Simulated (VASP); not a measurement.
# Li (Im-3m) in VASP: further runs

Li is run at these levels: PBE, HSE06; tasks: single point.

Program: VASP 6.6.1. These are calculated values, not measurements. Logs are shortened: lines on timing, memory, paths and dates and some standing lists are left out, and cuts for length are marked.

## 1. The cell of the first run

Symmetry: Im-3m, No. 229, cubic system. Conventional cell: a = 3.441 Å, b = 3.441 Å, c = 3.441 Å, α = 90.00°, β = 90.00°, γ = 90.00°. Within 3.9 Å of Li (site symmetry m-3m) lie 14 Li at 2.98 to 3.44 Å.

## 2. Single point, PBE (20.37 Å³/atom)

INCAR

```
PREC = Accurate
ENCUT = 520
EDIFF = 1E-7
ISMEAR = 0
SIGMA = 0.05
LREAL = F
LASPH = T
NELM = 100
ALGO = Normal
ISIF = 2
LWAVE = F
LCHARG = T
GGA = PE
LELF = T
LVHAR = T
NBANDS = 8
```

KPOINTS

```
regular mesh
0
Gamma
  8 8 8
```

POSCAR

```
Li
1.0
   -1.7203661194      1.7203661194      1.7203661194
    1.7203661194     -1.7203661194      1.7203661194
    1.7203661194      1.7203661194     -1.7203661194
Li
1
Direct
    0.0000000000      0.0000000000      0.0000000000
```

Potentials or basis: VASP PAW PBE potentials, release 64 (Li_sv).

Launch:

```console
> cat potpaw_PBE.64/Li_sv/POTCAR > POTCAR
> mpirun -np 1 vasp_std > vasp.out
```

OUTCAR:

```text
PREC = Accurate
   ENCUT = 520
   EDIFF = 1E-7
   ISMEAR = 0
   LREAL = F
   LASPH = T
   NELM = 100
   ISIF = 2
   GGA = PE

 ion  position               nearest neighbor table
   1  0.000  0.000  0.000-

  LATTYP: Found a body centered cubic cell.
 ALAT       =     3.4407322388

  Lattice vectors:

 A1 = (  -1.7203661194,   1.7203661194,   1.7203661194)
 A2 = (   1.7203661194,  -1.7203661194,   1.7203661194)
 A3 = (   1.7203661194,   1.7203661194,  -1.7203661194)

Analysis of symmetry for initial positions (statically):
=====================================================================
 Subroutine PRICEL returns:
 Original cell was already a primitive cell.

 Routine SETGRP: Setting up the symmetry group for a
 body centered cubic supercell.

 Subroutine GETGRP returns: Found 48 space group operations
 (whereof 48 operations were pure point group operations)
 out of a pool of 48 trial point group operations.

The static configuration has the point symmetry O_h .

Analysis of symmetry for dynamics (positions and initial velocities):
=====================================================================
 Subroutine PRICEL returns:
 Original cell was already a primitive cell.

 Routine SETGRP: Setting up the symmetry group for a
 body centered cubic supercell.

 Subroutine GETGRP returns: Found 48 space group operations
 (whereof 48 operations were pure point group operations)
 out of a pool of 48 trial point group operations.

The dynamic configuration has the point symmetry O_h .

 Subroutine INISYM returns: Found 48 space group operations
 (whereof 48 operations are pure point group operations),
 and found     1 'primitive' translations

----------------------------------------------------------------------------------------

                                     Primitive cell

  volume of cell :      20.3668

  direct lattice vectors                    reciprocal lattice vectors
    -1.720366119  1.720366119  1.720366119     0.000000000  0.290635810  0.290635810
     1.720366119 -1.720366119  1.720366119     0.290635810  0.000000000  0.290635810
     1.720366119  1.720366119 -1.720366119     0.290635810  0.290635810  0.000000000

  length of vectors
     2.979761526  2.979761526  2.979761526     0.411021104  0.411021104  0.411021104

  position of ions in fractional coordinates (direct lattice)
     0.000000000  0.000000000  0.000000000

[... 71 lines left out ...]
   LSORBIT =      F    spin-orbit coupling
   LASPH  =      T    aspherical Exc in radial PAW
   ENCUT  =  520.0 eV  38.22 Ry    6.18 a.u.   5.54  5.54  5.54*2*pi/ulx,y,z
   NELM   =    100;   NELMIN=  2; NELMDL= -5     # of ELM steps
   EDIFF  = 0.1E-06   stopping-criterion for ELM
   LREAL  =      F    real-space projection
   EDIFFG = 0.1E-05   stopping-criterion for IOM
   NSW    =      0    number of steps for IOM
   IBRION =     -1    ionic relax: 0-MD 1-quasi-New 2-CG
   NFREE  =      0    steps in history (QN), initial steepest desc. (CG)
   ISIF   =      2    stress and relaxation
   ISYM   =      2    0-nonsym 1-usesym 2-fastsym
   POTIM  = 0.5000    time-step for ionic-motion
   TEBEG  =    0.0;   TEEND  =   0.0 temperature during run
   PSTRESS=    0.0 pullay stress
   NELECT =       3.0000    total number of electrons
   NUPDOWN=      -1.0000    fix difference up-down
   EMIN   =  10.00;   EMAX   =-10.00  energy-range for DOS
   EFERMI =   0.00;   METHOD = LEGACY
   ISMEAR =     0;   SIGMA  =   0.05  broadening in eV -4-tet -1-fermi 0-gaus
   EFERMI_NEDOS =   21; number of points for ismear=-14 and -15
   IALGO  =     38    algorithm
   IMIX   =      4    mixing-type and parameters
     AMIX     =   0.40;   BMIX     =  1.00
     AMIX_MAG =   1.60;   BMIX_MAG =  1.00
  volume/ion in A,a.u.               =      20.37       137.44
  Fermi-wavevector in a.u.,A,eV,Ry     =   0.864585  1.633829 10.170454  0.747507
  Thomas-Fermi vector in A             =   1.982703
   LORBIT       =      0    0 simple, 1 ext, 2 COOP (PROOUT), +10 PAW based schemes
   GGA     = PE    functional components
   LHFCALC =     F    Hartree Fock is set to
   AEXX    =    0.0000 exact exchange contribution
   IVDW    =     0    specifies the selected vdW correction
   LEPSILON=     F    determine dielectric tensor
   LRPA    =     F    only Hartree local field effects (RPA)
 non-spin polarized calculation
 Gauss-broadening in eV      SIGMA  =   0.05
  energy-cutoff  :      520.00
  volume of cell :       20.37
 maximum number of plane-waves:       559
 NGX is ok and might be reduce to    24
   NGX = 11   NGY = 11   NGZ = 11

 number of electron       2.9999999 magnetization

 Free energy of the ion-electron system (eV)
  ---------------------------------------------------
  ext. energy  EPLUGINS =         0.00000000
  ---------------------------------------------------
  free energy    TOTEN  =        -1.89271690 eV

  energy without entropy =       -1.89111935  energy(sigma->0) =       -1.89191813

 E-fermi :   0.6706     XC(G=0):  -7.0326

 val. band max:        0.5824025479   @ k =   0.2500   0.2500   0.0000
 cond. band min:       0.7073969773   @ k =   0.3750   0.1250  -0.0000
 fundamental gap:      0.1249944294
 Fermi energy:         0.6705994083

 k-point     1 :       0.0000    0.0000    0.0000
  band No.  band energies     occupation
      1     -45.9252      2.00000
      2      -2.9421      2.00000
      3      15.1671      0.00000
      4      15.1671      0.00000
      5      15.1672      0.00000
      6      19.9290      0.00000
      7      19.9290      0.00000
      8      19.9290      0.00000
[... 243 lines left out ...]
 k-point    24 :      -0.3750    0.3750    0.2500
  band No.  band energies     occupation
      1     -45.9020      2.00000
      2       0.9730      0.00000
      3       6.4941      0.00000
      4       8.0033      0.00000
      5      11.4124      0.00000
      6      13.4472      0.00000
      7      17.8267      0.00000
      8      20.9508      0.00000

 [... further k-points ...]
[... 5 lines left out ...]
  --------------------------------------------------------------------------------------
  -------------------------------------------------------------------------------------
  Total       -0.0107175     -0.0107175     -0.0107175      0.0000000     -0.0000000      0.0000000
  in kB       -0.8431018     -0.8431018     -0.8431018      0.0000000     -0.0000000      0.0000000
  external PRESSURE =      -0.8431018 kB  Pullay stress =       0.0000000 kB

 VOLUME and BASIS-vectors are now :
 -----------------------------------------------------------------------------
  energy-cutoff  :      520.00
  volume of cell :       20.37
      direct lattice vectors                 reciprocal lattice vectors
    -1.720366119  1.720366119  1.720366119     0.000000000  0.290635810  0.290635810
     1.720366119 -1.720366119  1.720366119     0.290635810  0.000000000  0.290635810
     1.720366119  1.720366119 -1.720366119     0.290635810  0.290635810  0.000000000

 POSITION                                       TOTAL-FORCE (eV/Angst)
 -----------------------------------------------------------------------------------
      0.00000      0.00000      0.00000        -0.000000      0.000000      0.000000
 -----------------------------------------------------------------------------------
    total drift:                               -0.000000      0.000000     -0.000000

  FREE ENERGIE OF THE ION-ELECTRON SYSTEM (eV)
  ---------------------------------------------------
  free  energy   TOTEN  =        -1.8927168988 eV

  energy  without entropy=       -1.8911193516  energy(sigma->0) =       -1.89191813
```

It took 3.3 s on 1 thread of Intel Xeon Platinum 8259CL at 2.50GHz (Skylake/Cascade Lake), shared host; peak memory 0.13 GiB.

What came out:

```yaml
Free_energy: -1.8927 eV
Band_gap_on_the_k_mesh: zero (an odd number of electrons rules out a gap without spin polarisation)
```

Levels at points of the mesh, in eV from the Fermi level:
```csv
k point,band 1,band 2,band 3,band 4,band 5
"(0.00, 0.00, 0.00)",-46.60,-3.61,14.50,14.50,14.50
"(0.50, 0.00, 0.00)",-46.58,0.19,3.18,10.27,11.74
"(0.50, 0.50, 0.50)",-46.56,5.45,5.45,5.45,7.69
```

Caveat: the cutoff is under 1.25 times the usual one of these potentials, so pressure, stress and relaxed cells hold a basis-set (Pulay) error.

## 3. Single point, HSE06

POSCAR is that of step 2.

INCAR.step1

```
ALGO = Normal ; EDIFF = 1E-5
ENCUT = 520 ; GGA = PE
ISIF = 2 ; ISMEAR = 0
LASPH = True ; LREAL = False
LWAVE = True ; NBANDS = 8
NELM = 100 ; PREC = Accurate
SIGMA = 0.05
```

INCAR.step2

```
ALGO = Normal ; EDIFF = 1E-7
ENCUT = 520 ; GGA = PE
HFSCREEN = 0.2079 ; ISIF = 2
ISMEAR = 0 ; ISTART = 1
LASPH = True ; LCHARG = True
LELF = True ; LHFCALC = True
LREAL = False ; LVHAR = True
LWAVE = False ; NBANDS = 8
NELM = 100 ; PREC = Accurate
PRECFOCK = Normal ; SIGMA = 0.05
```

KPOINTS

```
k-points
0
Gamma
  8 8 8
```

Potentials or basis: VASP PAW PBE potentials, release 64 (Li_sv).

Launch:

```console
> cat potpaw_PBE.64/Li_sv/POTCAR > POTCAR
> cp INCAR.step1 INCAR
> mpirun -np 1 vasp_std > vasp.out
> cp INCAR.step2 INCAR
> mpirun -np 1 vasp_std > vasp.out
```

Run time: 5.3 min. Hardware: 1 thread of Intel Xeon Platinum 8259CL at 2.50GHz (Skylake/Cascade Lake), shared host; peak memory 0.24 GiB.

It converged, with:

- Free energy: -1.9605 eV
- Band gap on the k mesh: zero (an odd number of electrons rules out a gap without spin polarisation)

Levels at points of the mesh, in eV from the Fermi level:
| k point | band 1 | band 2 | band 3 | band 4 | band 5 | band 6 |
| --- | --- | --- | --- | --- | --- | --- |
| (0.00, 0.00, 0.00) | -50.32 | -4.47 | 15.30 | 15.30 | 15.30 | 19.95 |
| (0.50, 0.00, 0.00) | -50.30 | 0.25 | 3.42 | 10.97 | 12.44 | 14.16 |
| (0.50, 0.50, 0.50) | -50.29 | 5.99 | 5.99 | 5.99 | 8.18 | 8.18 |

Caveat: the cutoff is under 1.25 times the usual one of these potentials, so pressure, stress and relaxed cells hold a basis-set (Pulay) error; the PAW data sets were made with another functional, which shifts forces and pressure a little.

## 4. Single point, HSE06 (20.45 Å³/atom)

This run uses another cell than the first one, of 20.45 Å³/atom.

POSCAR

```
Li
1.0
   -1.7226568892      1.7226568892      1.7226568892
    1.7226568892     -1.7226568892      1.7226568892
    1.7226568892      1.7226568892     -1.7226568892
Li
1
Direct
    0.0000000000      0.0000000000      0.0000000000
```

INCAR.step1

```
PREC = Accurate ; ENCUT = 520
EDIFF = 1E-5 ; ISMEAR = 0
SIGMA = 0.05 ; LREAL = F
LASPH = T ; NELM = 80
ALGO = Normal ; ISIF = 2
LWAVE = T ; LCHARG = F
GGA = PE ; NBANDS = 8
```

INCAR.step2

```
PREC = Accurate ; ENCUT = 520
EDIFF = 1E-6 ; ISMEAR = 0
SIGMA = 0.05 ; LREAL = F
LASPH = T ; NELM = 80
ALGO = Normal ; ISIF = 2
LWAVE = F ; LCHARG = F
GGA = PE ; LHFCALC = T
HFSCREEN = 0.2079 ; PRECFOCK = Normal
ISTART = 1 ; NBANDS = 8
```

KPOINTS

```
Automatic mesh
0
Gamma
  8 8 8
```

Launch:

```console
> cat potpaw_PBE.64/Li_sv/POTCAR > POTCAR
> cp INCAR.step1 INCAR
> mpirun -np 1 vasp_std > vasp.out
> cp INCAR.step2 INCAR
> mpirun -np 1 vasp_std > vasp.out
```

Run time: 4.9 min. Hardware: 1 thread of Intel Xeon Platinum 8259CL at 2.50GHz (Skylake/Cascade Lake), shared host; peak memory 0.24 GiB.

Results (log left out):

| Quantity | Value |
| --- | --- |
| Free energy | -1.9606 eV |
| Band gap on the k mesh | zero (an odd number of electrons rules out a gap without spin polarisation) |

Levels at points of the mesh, in eV from the Fermi level:
| k point | band 1 | band 2 | band 3 | band 4 | band 5 |
| --- | --- | --- | --- | --- | --- |
| (0.00, 0.00, 0.00) | -50.33 | -4.46 | 15.25 | 15.25 | 15.25 |
| (0.50, 0.00, 0.00) | -50.31 | 0.25 | 3.40 | 10.94 | 12.40 |
| (0.50, 0.50, 0.50) | -50.30 | 5.98 | 5.98 | 5.98 | 8.16 |

Caveat: the cutoff is under 1.25 times the usual one of these potentials, so pressure, stress and relaxed cells hold a basis-set (Pulay) error; the PAW data sets were made with another functional, which shifts forces and pressure a little.

(Part 1 of 2 ends here.)
